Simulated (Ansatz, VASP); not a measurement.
# One calculation of Nb2Tl, two programs

```
CELL_PARAMETERS angstrom
3.77389 0.00000 0.00000
0.00000 3.77389 0.00000
0.00000 0.00000 10.30850
ATOMIC_POSITIONS crystal
Nb 0.00000 0.00000 0.00000
Nb 0.50000 0.50000 0.23054
Nb 0.50000 0.50000 0.76946
Nb 0.50000 0.50000 0.00000
Tl 0.00000 0.00000 0.34542
Tl 0.00000 0.00000 0.65458
```

Alike in both runs: functional PBE; k mesh 10 × 10 × 4; occupations gaussian, width 0.1 eV; no spin polarisation.

Ansatz relaxed the structure, and its values are those at the end. VASP's run is a single point on that final structure, the one shown.

|  | VASP | Ansatz |
| --- | --- | --- |
| version | VASP 6.6.1 | Ansatz 0.2.0 |
| potentials or method | VASP PAW PBE potentials, release 64 (Nb_sv, Tl_d), cutoff 520 eV | scalar-relativistic, plane waves, PAW |
| valence electrons in the cell | 78 | 78 |

Ansatz gave:

| Quantity | Value |
| --- | --- |
| gap on the k mesh at the Fermi level (eV) | none |
| pressure (GPa) | 0.0 |
| rms of the force components (eV/Å) | 0.004 |

Estimate VASP's values.

gap on the k mesh at the Fermi level (eV): none; pressure (GPa): 0.0; rms of the force components (eV/Å): 0.003.

A gap of «none» marks a metal or a gap that the smearing closes.

Spin-orbit coupling is off throughout.
